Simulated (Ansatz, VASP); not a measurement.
## MgB2 in VASP and in Ansatz

```xyz
3
Lattice="3.1054 0.0000 0.0000 -1.5527 2.6894 0.0000 0.0000 0.0000 3.5463" Properties=species:S:1:pos:R:3 pbc="T T T"
Mg    0.0000    0.0000    0.0000
B     1.5527    0.8965    1.7732
B     0.0000    1.7929    1.7732
```

Alike in both runs: task single point; functional r2SCAN; k mesh 10 × 10 × 8; occupations fermi-dirac, width 0.05 eV; no spin polarisation.

|  | VASP | Ansatz |
| --- | --- | --- |
| version | VASP 6.6.1 | Ansatz 0.2.0 |
| potentials or method | VASP PAW PBE potentials, release 64 (Mg_sv, B) | Ansatz PAW |
| plane-wave cutoff (eV) | 660 | 500 |
| valence electrons in the cell | 16 | 16 |

```tsv
	VASP	Ansatz	Ansatz less VASP
gap on the k mesh at the Fermi level (eV)	none	none	-
pressure (GPa)	-5.3	-5.0	+0.30
traceless stress, the component that is largest in VASP (GPa)	0.97	0.84	-0.133
```

VASP's potentials were made for PBE, not for r2SCAN. A gap of «none» marks a metal or a gap that the smearing closes. The functional is the same, so the differences come from potentials, cutoffs and numerics.
